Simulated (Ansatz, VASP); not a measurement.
Two plane-wave programs on Mo2F3

File INCAR:

```
SYSTEM = Mo2F3
PREC = Accurate
ENCUT = 520
EDIFF = 1E-7
ISMEAR = 0
SIGMA = 0.1
LREAL = .False.
LASPH = .True.
NELM = 150
ALGO = Normal
ISIF = 2
LWAVE = .False.
LCHARG = .True.
ISPIN = 2
MAGMOM = 1 1 0 0 0
LORBIT = 11
LMAXMIX = 4
GGA = PE
LELF = .True.
LVHAR = .True.
NBANDS = 36
```

Contents of KPOINTS:

```
regular mesh
0
Gamma
  6 6 4
  0 0 0
```

The input POSCAR:

```
Mo2F3
1.0
    3.1702159400      0.0000000000      0.0000000000
    0.0000000000      3.1702159400      0.0000000000
    0.0000000000      0.0000000000      6.4801096700
Mo F
2 3
Direct
    0.5000000000      0.0000000000      0.2621575700
    0.0000000000      0.5000000000      0.7378424300
    0.0000000000      0.5000000000      0.3652538100
    0.5000000000      0.0000000000      0.6347461900
    0.5000000000      0.5000000000      0.0000000000
```

Input for Ansatz:

```yaml
crystal:
  lattice:
    - [3.17021594, 0.0, 0.0]
    - [0.0, 3.17021594, 0.0]
    - [0.0, 0.0, 6.48010967]
  atoms:
    - { symbol: Mo, position: [0.5, 0.0, 0.26215757], spin: 1.0 }
    - { symbol: Mo, position: [0.0, 0.5, 0.73784243], spin: 1.0 }
    - { symbol: F, position: [0.0, 0.5, 0.36525381] }
    - { symbol: F, position: [0.5, 0.0, 0.63474619] }
    - { symbol: F, position: [0.5, 0.5, 0.0] }
basis:
  ecutwfc: 420
kpoints:
  mp_grid: { grid: [6, 6, 4] }
hamiltonian:
  xc: pbe
scf:
  occupations: { method: gaussian, width: 0.1 }
  lower_state_search: "off"
output:
  forces: true
  stress: true
  eigenvalues: true
  populations: true
magnetization:
  spin_polarized: true
```

Change from the starting cell: species swapped into the Er2Se3 type (P-4m2, No. 115).

Alike in both runs: task single point; functional PBE; k mesh 6 × 6 × 4; occupations gaussian, width 0.1 eV; collinear spin.

|  | VASP | Ansatz |
| --- | --- | --- |
| version | VASP 6.6.1 | Ansatz 0.2.0 |
| potentials or method | VASP PAW PBE potentials, release 64 (Mo_sv, F), cutoff 520 eV | scalar-relativistic, plane waves, PAW |
| valence electrons in the cell | 49 | 49 |

|  | VASP | Ansatz | Ansatz less VASP |
| --- | --- | --- | --- |
| gap on the k mesh at the Fermi level (eV) | none | none | - |
| pressure (GPa) | 8.5 | 8.5 | -0.02 |
| traceless stress, the component that is largest in VASP (GPa) | -1.20 | -1.13 | +0.063 |
| rms of the force components (eV/Å) | 0.429 | 0.428 | -0.0009 |
| net moment per atom (μB) | 1.25 | 1.25 | 0.000 |
| size of the moment on the site where the two differ most (μB) | 2.65 | 2.03 | -0.625 |

Site moments also hang on the region over which each program counts them. Atom by atom the forces differ by 0.003 eV/Å (rms over components). A gap of «none» marks a metal or a gap that the smearing closes.
